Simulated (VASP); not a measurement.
## Zn4SnGe3P8: single point with PBEsol

The system is Zn4SnGe3P8.

```
Zn Sn Ge P
1.0
     5.47358   -0.00006   -0.00002
    -0.00006    5.47358   -0.00002
    -0.00003   -0.00003   10.85164
Zn Sn Ge P
4 1 3 8
Direct
  0.01205 0.99094 0.99177
  0.00976 0.49689 0.25115
  0.52162 0.00196 0.75188
  0.52685 0.52008 0.49714
  0.01051 0.98667 0.50450
  0.50760 0.02855 0.25088
  0.47920 0.47928 0.99891
  0.99281 0.51324 0.74377
  0.22690 0.25531 0.13434
  0.24577 0.25755 0.62673
  0.74946 0.73994 0.11706
  0.74233 0.27351 0.36348
  0.26231 0.73398 0.37437
  0.23798 0.74910 0.87720
  0.74400 0.76275 0.62766
  0.75352 0.24263 0.87783
```

```json
{
  "Program": "VASP 6.6.1",
  "Task": "single point",
  "Functional": "PBEsol",
  "Potentials or basis": "VASP PAW PBE potentials, release 64 (Zn, Sn_d, Ge_d, P)",
  "Cutoff": "500 eV",
  "k mesh": "2 × 2 × 2, shifted",
  "Occupations": "fermi-dirac, width 0.05 eV",
  "Spin": "collinear spin",
  "Starting moments": "[0.25, 0.25, 0.25, 0.25, 0.25, 0.25, 0.25, 0.25, 0.25, 0.25, 0.25, 0.25, 0.25, 0.25, 0.25, 0.25] μB"
}
```

```json
{
  "Largest force": "2.093 eV/Å",
  "Net moment": "0.00 μB per cell",
  "Valence electrons inside the program's atomic spheres": "Zn 10.78, 10.84, 10.74, 10.77; Sn 12.34; Ge 12.19, 12.18, 12.21; P 2.36, 2.35, 2.28, 2.38, 2.44, 2.33 (each value once)"
}
```

Forces in eV/Å, atoms in the order of the input:
```
Zn  -0.414  0.521  0.828
Zn  -0.457  1.212  0.120
Zn  -0.917  0.179  0.118
Zn  -0.354 -0.547  0.402
Sn  -0.116  1.093 -1.590
Ge  -0.509 -1.697 -0.726
Ge   0.444  0.468 -0.050
Ge   0.116 -0.633  0.548
P    0.548 -0.899 -1.104
P    1.410  1.212  0.946
P   -0.366  0.206  0.436
P    0.407  0.028  0.819
P    0.676 -0.021 -1.311
P    0.766 -0.506 -0.537
P   -1.224 -1.364  1.011
P   -0.010  0.749  0.089
```

Levels at points of the mesh, in eV from the Fermi level:
Spin up:
| k point | band 65 | band 66 | band 67 | band 68 | band 69 | band 70 | band 71 | band 72 | band 73 | band 74 |
| --- | --- | --- | --- | --- | --- | --- | --- | --- | --- | --- |
| (0.25, 0.25, 0.25) | -1.02 | -0.92 | -0.75 | -0.61 | -0.07 | 0.12 | 0.15 | 0.61 | 2.56 | 2.77 |
Spin down:
| k point | band 65 | band 66 | band 67 | band 68 | band 69 | band 70 | band 71 | band 72 | band 73 | band 74 |
| --- | --- | --- | --- | --- | --- | --- | --- | --- | --- | --- |
| (0.25, 0.25, 0.25) | -1.02 | -0.92 | -0.75 | -0.61 | -0.07 | 0.12 | 0.15 | 0.61 | 2.56 | 2.77 |

It took 4 min on 1 thread of Intel(R) Xeon(R) 6975P-C (Granite Rapids), with other jobs on the host, peak memory 0.52 GiB.

Caveat: the k points lie up to 0.57 Å⁻¹ apart; the cell carries a net charge on a neutralising background, which shifts energy and pressure; the cell is charged against a uniform background, so pressure and absolute levels hang on convention; the PAW data sets were made with another functional, which shifts forces and pressure a little; spin-orbit coupling is left out, which moves the levels of the heavy elements.
